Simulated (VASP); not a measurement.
Here is a VASP 6.6.1 calculation.

File INCAR:

```
PREC = Accurate
ENCUT = 600
EDIFF = 1E-7
ISMEAR = -1
SIGMA = 0.03
LREAL = F
LASPH = T
NELM = 60
ALGO = Normal
ISIF = 3
LWAVE = F
LCHARG = F
GGA = PS
IBRION = 2
NSW = 100
EDIFFG = -0.01
```

KPOINTS

```
Automatic mesh
0
Gamma
  6 6 6
```

POSCAR

```
Cu2SiO3
1.0
    2.5074114600      1.4476546800      4.0187125100
   -2.5074114600      1.4476546800      4.0187125100
    0.0000000000     -2.8953093600      4.0187125100
Cu Si O
2 1 3
Direct
    0.6247839200      0.6247839200      0.6247839200
    0.3752160800      0.3752160800      0.3752160800
    0.0000000000      0.0000000000      0.0000000000
    0.0000000000      0.5000000000      0.0000000000
    0.5000000000      0.0000000000      0.0000000000
    0.0000000000      0.0000000000      0.5000000000
```

Potentials or basis: VASP PAW PBE potentials, release 64 (Cu, Si, O).

The run is started by

```bash
$ cat potpaw_PBE.64/Cu/POTCAR potpaw_PBE.64/Si/POTCAR potpaw_PBE.64/O/POTCAR > POTCAR
$ mpirun -np 1 vasp_std > vasp.out
```

(1) What does it give for the relaxed volume?

(2) What does it give for the band gap on the k mesh?

Results:

(1) 9.38 Å³/atom.

(2) zero (bands 22 and 23 overlap by 0.69 eV).

Caveat: the volume moved by over 15 % at a fixed basis, so the end points are rough; the PAW data sets were made with another functional, which shifts forces and pressure a little; semilocal functionals often make such compounds metallic where correlation or magnetic order opens a gap, which also shifts bond lengths.
